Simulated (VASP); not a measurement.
Runs of VASP 6.6.1 on BaS. The structure is that of space group Fm-3m (No. 225), or close to it. The cells are those of the table. 

| level | cell | smearing | gap on the mesh (eV) | pressure (GPa) |
| --- | --- | --- | --- | --- |
| PBE | a = 4.731 Å, angles 60.0°, 2 atoms | fermi-dirac 0.02 eV | (b) | -3.5 |
| PBE | a = 4.618, b = 4.618, c = 4.542 Å, angles 60.5, 60.5, 58.9°, 2 atoms | fermi-dirac 0.02 eV | 2.15 | -0.6 |
| r2SCAN | a = 4.731 Å, angles 60.0°, 2 atoms | gaussian 0.01 eV | 2.64 | -3.8 |
| r2SCAN | a = 4.618, b = 4.618, c = 4.542 Å, angles 60.5, 60.5, 58.9°, 2 atoms | gaussian 0.01 eV | (a) | -0.7 |

Alike in all rows: task single point; potentials or basis VASP PAW PBE potentials, release 64 (Ba_sv, S); no spin polarisation; k mesh 8 × 8 × 8; cutoff (eV) 520.

Task: Fill in the values left out.

Result: (a) 2.50; (b) 2.29.

Caveats: spin-orbit coupling is left out, which moves the levels of the heavy elements; the PAW data sets were made with another functional, which shifts forces and pressure a little (some runs).

A k mesh can miss the band edges, and the runs leave out spin-orbit coupling on Ba.
